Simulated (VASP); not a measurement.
# CdSe (Cmc2_1) in VASP: single point with PBEsol

Aim: the single point of CdSe with PBEsol.

All numbers are computed with VASP 6.6.1; they aren't measurements. Logs are shortened: lines on timing, memory, paths and dates and some standing lists are left out, and cuts for length are marked.

## 1. The cell of the first run

The structure is orthorhombic, space group Cmc2_1 (No. 36). The conventional cell has a = 4.161 Å, b = 7.656 Å, c = 6.787 Å, α = 90.00°, β = 90.00°, γ = 90.00°. Cd (site symmetry m) has 4 Se at 2.56 to 2.69 Å within 3.4 Å. Se (site symmetry m) has 4 Cd at 2.56 to 2.69 Å within 3.4 Å.

## 2. Single point, PBEsol

File INCAR:

```
PREC = Accurate
ENCUT = 500
EDIFF = 1E-6
ISMEAR = 0
SIGMA = 0.02
LREAL = F
LASPH = T
NELM = 120
ALGO = Normal
ISIF = 2
LWAVE = F
LCHARG = F
GGA = PS
NBANDS = 46
GGA_COMPAT = F
```

File KPOINTS:

```
Automatic mesh
0
Gamma
  8 6 6
```

File POSCAR:

```
CdSe
1.0
    4.1608655519      0.0000000000      0.0000000000
    0.0000000000      6.7867482203      0.0000000000
    0.0000000000      0.0000000000      7.6556575420
Cd Se
4 4
Direct
    0.5000000000      0.0000000000      0.0000000000
    1.0000000000      0.5000000000      0.1666680000
    1.0000000000      0.0000000000      0.5000041000
    0.5000000000      0.5000000000      0.6666587000
    0.5000000000      0.6230000000      0.0000000000
    1.0000000000      0.1230000000      0.1666680000
    1.0000000000      0.6230000000      0.5000041000
    0.5000000000      0.1230000000      0.6666587000
```

Potentials or basis: VASP PAW PBE potentials, release 64 (Cd, Se).

On the command line:

```bash
$ cat potpaw_PBE.64/Cd/POTCAR potpaw_PBE.64/Se/POTCAR > POTCAR
$ mpirun -np 1 vasp_std > vasp.out
```

OUTCAR:

```text
PREC = Accurate
   ENCUT = 500
   EDIFF = 1E-6
   ISMEAR = 0
   LREAL = F
   LASPH = T
   NELM = 120
   ISIF = 2
   GGA = PS

 ion  position               nearest neighbor table
   1  0.500  0.000  0.000-   5 2.56   6 2.58   6 2.58   8 2.69
   2  0.000  0.500  0.167-   6 2.56   5 2.58   5 2.58   7 2.68
   3  0.000  0.000  0.500-   7 2.56   8 2.58   8 2.58   6 2.68
   4  0.500  0.500  0.667-   8 2.56   7 2.58   7 2.58   5 2.69
   5  0.500  0.623  0.000-   1 2.56   2 2.58   2 2.58   4 2.69
   6  0.000  0.123  0.167-   2 2.56   1 2.58   1 2.58   3 2.68
   7  0.000  0.623  0.500-   3 2.56   4 2.58   4 2.58   2 2.68
   8  0.500  0.123  0.667-   4 2.56   3 2.58   3 2.58   1 2.69

  LATTYP: Found a simple orthorhombic cell.
 ALAT       =     4.1608655519
 B/A-ratio  =     1.6310904872
 C/A-ratio  =     1.8399194702

  Lattice vectors:

 A1 = (   4.1608655519,   0.0000000000,   0.0000000000)
 A2 = (   0.0000000000,   6.7867482203,   0.0000000000)
 A3 = (   0.0000000000,   0.0000000000,   7.6556575420)

Analysis of symmetry for initial positions (statically):
=====================================================================
 Subroutine PRICEL returns:
 Original cell was already a primitive cell.

 Routine SETGRP: Setting up the symmetry group for a
 simple orthorhombic supercell.

 Subroutine GETGRP returns: Found  4 space group operations
 (whereof  2 operations were pure point group operations)
 out of a pool of  8 trial point group operations.

The static configuration has the point symmetry C_1h.
 The point group associated with its full space group is C_2v.

Analysis of symmetry for dynamics (positions and initial velocities):
=====================================================================
 Subroutine PRICEL returns:
 Original cell was already a primitive cell.

 Routine SETGRP: Setting up the symmetry group for a
 simple orthorhombic supercell.

 Subroutine GETGRP returns: Found  4 space group operations
 (whereof  2 operations were pure point group operations)
 out of a pool of  8 trial point group operations.

The dynamic configuration has the point symmetry C_1h.
 The point group associated with its full space group is C_2v.

 Subroutine INISYM returns: Found  4 space group operations
 (whereof  2 operations are pure point group operations),
 and found     1 'primitive' translations

----------------------------------------------------------------------------------------

                                     Primitive cell

  volume of cell :     216.1862

  direct lattice vectors                    reciprocal lattice vectors
     4.160865552  0.000000000  0.000000000     0.240334610  0.000000000  0.000000000
     0.000000000  6.786748220  0.000000000     0.000000000  0.147345970  0.000000000
     0.000000000  0.000000000  7.655657542     0.000000000  0.000000000  0.130622353

  length of vectors
     4.160865552  6.786748220  7.655657542     0.240334610  0.147345970  0.130622353

  position of ions in fractional coordinates (direct lattice)
     0.500000000  0.000000000  0.000000000
     0.000000000  0.500000000  0.166668000
     0.000000000  0.000000000  0.500004100
     0.500000000  0.500000000  0.666658700
     0.500000000  0.623000000  0.000000000
     0.000000000  0.123000000  0.166668000
     0.000000000  0.623000000  0.500004100
     0.500000000  0.123000000  0.666658700

  ion indices of the primitive-cell ions
   primitive index   ion index
                 1           1
                 2           2
                 3           3
                 4           4
                 5           5
                 6           6
                 7           7
                 8           8

----------------------------------------------------------------------------------------

 KPOINTS: Automatic mesh

Automatic generation of k-mesh.
 Grid dimensions read from file:
 generate k-points for:    8    6    6

 Generating k-lattice:

  Cartesian coordinates                     Fractional coordinates (reciprocal lattice)
     0.030041826  0.000000000  0.000000000     0.125000000  0.000000000  0.000000000
     0.000000000  0.024557662  0.000000000     0.000000000  0.166666667  0.000000000
     0.000000000  0.000000000  0.021770392     0.000000000  0.000000000  0.166666667

  Length of vectors
     0.030041826  0.024557662  0.021770392

  Shift w.r.t. Gamma in fractional coordinates (k-lattice)
     0.000000000  0.000000000  0.000000000

 Subroutine IBZKPT returns following result:
 ===========================================

 Found     80 irreducible k-points:

 Following reciprocal coordinates:
            Coordinates               Weight
  0.000000  0.000000  0.000000      1.000000
  0.125000  0.000000  0.000000      2.000000
  0.250000  0.000000  0.000000      2.000000
  0.375000  0.000000  0.000000      2.000000
  0.500000  0.000000  0.000000      1.000000
  0.000000  0.166667  0.000000      2.000000
[... 16 lines left out ...]
  0.250000  0.000000  0.166667      4.000000
  0.375000  0.000000  0.166667      4.000000
 [... further k-points ...]
   k-points           NKPTS =     80   k-points in BZ     NKDIM =     80   number of bands    NBANDS=     46
   number of dos      NEDOS =    301   number of ions     NIONS =      8
   total plane-waves  NPLWV =  84000
   dimension x,y,z NGX =    30 NGY =   50 NGZ =   56
   dimension x,y,z NGXF=    60 NGYF=  100 NGZF=  112
   ions per type =               4   4
   NGX,Y,Z   is equivalent  to a cutoff of  11.99, 12.25, 12.16 a.u.
   NGXF,Y,Z  is equivalent  to a cutoff of  23.97, 24.50, 24.32 a.u.
 SYSTEM =  unknown system
   PREC   = accura    normal or accurate (medium, high low for compatibility)
   ISTART =      0    job   : 0-new  1-cont  2-samecut
   ICHARG =      2    charge: 1-file 2-atom 10-const
   ISPIN  =      1    spin polarized calculation?
   LNONCOLLINEAR =      F non collinear calculations
   LSORBIT =      F    spin-orbit coupling
   LASPH  =      T    aspherical Exc in radial PAW
   ENCUT  =  500.0 eV  36.75 Ry    6.06 a.u.   7.59 12.37 13.96*2*pi/ulx,y,z
   NELM   =    120;   NELMIN=  2; NELMDL= -5     # of ELM steps
   EDIFF  = 0.1E-05   stopping-criterion for ELM
   LREAL  =      F    real-space projection
   EDIFFG = 0.1E-04   stopping-criterion for IOM
   NSW    =      0    number of steps for IOM
   IBRION =     -1    ionic relax: 0-MD 1-quasi-New 2-CG
   NFREE  =      0    steps in history (QN), initial steepest desc. (CG)
   ISIF   =      2    stress and relaxation
   ISYM   =      2    0-nonsym 1-usesym 2-fastsym
   POTIM  = 0.5000    time-step for ionic-motion
   TEBEG  =    0.0;   TEEND  =   0.0 temperature during run
   PSTRESS=    0.0 pullay stress
   NELECT =      72.0000    total number of electrons
   NUPDOWN=      -1.0000    fix difference up-down
   EMIN   =  10.00;   EMAX   =-10.00  energy-range for DOS
   EFERMI =   0.00;   METHOD = LEGACY
   ISMEAR =     0;   SIGMA  =   0.02  broadening in eV -4-tet -1-fermi 0-gaus
   EFERMI_NEDOS =   21; number of points for ismear=-14 and -15
   IALGO  =     38    algorithm
   IMIX   =      4    mixing-type and parameters
     AMIX     =   0.40;   BMIX     =  1.00
     AMIX_MAG =   1.60;   BMIX_MAG =  1.00
  volume/ion in A,a.u.               =      27.02       182.36
  Fermi-wavevector in a.u.,A,eV,Ry     =   1.134775  2.144413 17.520411  1.287714
  Thomas-Fermi vector in A             =   2.271479
   LORBIT       =      0    0 simple, 1 ext, 2 COOP (PROOUT), +10 PAW based schemes
   GGA     = PS    functional components
   LHFCALC =     F    Hartree Fock is set to
   AEXX    =    0.0000 exact exchange contribution
   IVDW    =     0    specifies the selected vdW correction
   LEPSILON=     F    determine dielectric tensor
   LRPA    =     F    only Hartree local field effects (RPA)
 non-spin polarized calculation
 Gauss-broadening in eV      SIGMA  =   0.02
  energy-cutoff  :      500.00
  volume of cell :      216.19
 maximum number of plane-waves:      5524
   NGX = 15   NGY = 25   NGZ = 27

 number of electron      71.9999993 magnetization

 Free energy of the ion-electron system (eV)
  ---------------------------------------------------
  ext. energy  EPLUGINS =         0.00000000
  ---------------------------------------------------
  free energy    TOTEN  =       -24.49133002 eV

  energy without entropy =      -24.49133002  energy(sigma->0) =      -24.49133002

 E-fermi :   1.3005     XC(G=0):  -9.2740

 val. band max:        1.2204032736   @ k =   0.0000   0.0000   0.0000
 cond. band min:       1.7634134324   @ k =   0.0000   0.0000   0.0000
 fundamental gap:      0.5430101588
 Fermi energy:         1.3005350268

 k-point     1 :       0.0000    0.0000    0.0000
  band No.  band energies     occupation
      1     -11.7305      2.00000
      2     -11.3635      2.00000
      3     -11.2798      2.00000
      4     -11.1872      2.00000
      5      -6.9381      2.00000
      6      -6.9109      2.00000
[... 38 lines left out ...]
     45       7.4640      0.00000
     46       7.8114      0.00000

 k-point     2 :       0.1250    0.0000    0.0000
  band No.  band energies     occupation
      1     -11.6876      2.00000
      2     -11.3391      2.00000
      3     -11.2617      2.00000
      4     -11.1860      2.00000
      5      -6.9197      2.00000
      6      -6.8871      2.00000
[... 38 lines left out ...]
     45       7.5907      0.00000
     46       7.6914      0.00000

 k-point     3 :       0.2500    0.0000    0.0000
  band No.  band energies     occupation
      1     -11.5743      2.00000
      2     -11.2785      2.00000
      3     -11.2191      2.00000
      4     -11.1912      2.00000
      5      -6.8737      2.00000
      6      -6.8534      2.00000
[... 38 lines left out ...]
     45       7.6405      0.00000
     46       7.7124      0.00000

 k-point     4 :       0.3750    0.0000    0.0000
  band No.  band energies     occupation
      1     -11.4307      2.00000
      2     -11.2240      2.00000
      3     -11.2128      2.00000
      4     -11.1806      2.00000
      5      -6.8431      2.00000
      6      -6.8196      2.00000
[... 920 lines left out ...]
     45       7.5334      0.00000
     46       7.6259      0.00000

 k-point    23 :       0.2500    0.0000    0.1667
  band No.  band energies     occupation
      1     -11.5578      2.00000
      2     -11.3079      2.00000
      3     -11.2140      2.00000
      4     -11.1837      2.00000
      5      -6.8712      2.00000
      6      -6.8514      2.00000
[... 38 lines left out ...]
     45       7.3436      0.00000
     46       8.0227      0.00000

 k-point    24 :       0.3750    0.0000    0.1667
  band No.  band energies     occupation
      1     -11.4204      2.00000
      2     -11.2566      2.00000
      3     -11.1917      2.00000
      4     -11.1790      2.00000
      5      -6.8385      2.00000
      6      -6.8259      2.00000
[... 38 lines left out ...]
     45       7.5145      0.00000
     46       7.7891      0.00000

 [... further k-points ...]

------------------------ aborting loop because EDIFF is reached ----------------------------------------

  FORCE on cell =-STRESS in cart. coord.  units (eV):
  Direction    XX          YY          ZZ          XY          YZ          ZX
  --------------------------------------------------------------------------------------
  -------------------------------------------------------------------------------------
  Total        5.6013169      6.5888101     -0.3641234      0.0000000      0.0000000      0.0000000
  in kB       41.5119190     48.8303294     -2.6985548      0.0000000      0.0000000      0.0000000
  external PRESSURE =      29.2145645 kB  Pullay stress =       0.0000000 kB

 VOLUME and BASIS-vectors are now :
 -----------------------------------------------------------------------------
  energy-cutoff  :      500.00
  volume of cell :      216.19
      direct lattice vectors                 reciprocal lattice vectors
     4.160865552  0.000000000  0.000000000     0.240334610  0.000000000  0.000000000
     0.000000000  6.786748220  0.000000000     0.000000000  0.147345970  0.000000000
     0.000000000  0.000000000  7.655657542     0.000000000  0.000000000  0.130622353

 POSITION                                       TOTAL-FORCE (eV/Angst)
 -----------------------------------------------------------------------------------
      2.08043      0.00000      0.00000         0.000000      0.223196     -0.334806
      0.00000      3.39337      1.27595         0.000000      0.223196      0.334806
      0.00000      0.00000      3.82786         0.000000      0.223050     -0.335116
      2.08043      3.39337      5.10371         0.000000      0.223050      0.335116
      2.08043      4.22814      0.00000         0.000000     -0.223194     -0.417555
      0.00000      0.83477      1.27595         0.000000     -0.223194      0.417555
      0.00000      4.22814      3.82786         0.000000     -0.223052     -0.417915
      2.08043      0.83477      5.10371         0.000000     -0.223052      0.417915
 -----------------------------------------------------------------------------------
    total drift:                                0.000000      0.000686     -0.029115

  FREE ENERGIE OF THE ION-ELECTRON SYSTEM (eV)
  ---------------------------------------------------
  free  energy   TOTEN  =       -24.4913300188 eV

  energy  without entropy=      -24.4913300188  energy(sigma->0) =      -24.49133002
```

Run time: 23 min. Hardware: 1 thread of Intel Xeon 8259CL, shared host; peak memory 0.67 GiB.

Results:

* Free energy: -24.4913 eV
* Pressure: 2.9 GPa
* Largest force: 0.474 eV/Å
* Band gap on the k mesh: 0.54 eV

Forces on the atoms (eV/Å):
```
Cd   0.000  0.223 -0.335
Cd   0.000  0.223  0.335
Cd   0.000  0.223 -0.335
Cd   0.000  0.223  0.335
Se   0.000 -0.223 -0.418
Se   0.000 -0.223  0.418
Se   0.000 -0.223 -0.418
Se   0.000 -0.223  0.418
```

Stress tensor (GPa, compression positive):
```
 4.15  0.00  0.00
 0.00  4.88  0.00
 0.00  0.00 -0.27
```

Caveat: the PAW data sets were made with another functional, which shifts forces and pressure a little.
